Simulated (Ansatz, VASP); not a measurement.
## As in VASP and in Ansatz

```
CELL_PARAMETERS angstrom
4.54774 0.00000 0.00000
-2.27387 3.93846 0.00000
0.00000 0.00000 5.61273
ATOMIC_POSITIONS crystal
As 0.33333 0.66667 0.47034
As 0.66667 0.33333 0.97034
As 0.66667 0.33333 0.52966
As 0.33333 0.66667 0.02966
```

Alike in both runs: functional PBEsol; k mesh 6 × 6 × 4; occupations gaussian, width 0.1 eV; no spin polarisation.

Ansatz relaxed the structure, and its values are those at the end. VASP's run is a single point on that final structure, the one shown.

|  | VASP | Ansatz |
| --- | --- | --- |
| version | VASP 6.6.1 | Ansatz 0.2.0 |
| potentials or method | VASP PAW PBE potentials, release 64 (As), cutoff 520 eV | scalar-relativistic, plane waves, PAW |
| valence electrons in the cell | 20 | 60 |

Ansatz gave:

```
gap on the k mesh at the Fermi level (eV) : none
pressure (GPa)                            : 0.2
rms of the force components (eV/Å)        : 0.002
```

Task: Estimate VASP's values.

Result: gap on the k mesh at the Fermi level (eV): none; pressure (GPa): 0.4; rms of the force components (eV/Å): 0.021.

VASP's potentials were made for PBE, not for PBEsol. A gap of «none» marks a metal or a gap that the smearing closes. The functional is the same, so the differences come from potentials, cutoffs and numerics. VASP's potentials hold 20 valence electrons a cell and Ansatz's 60, so a difference there can come from the potentials and not from the codes.
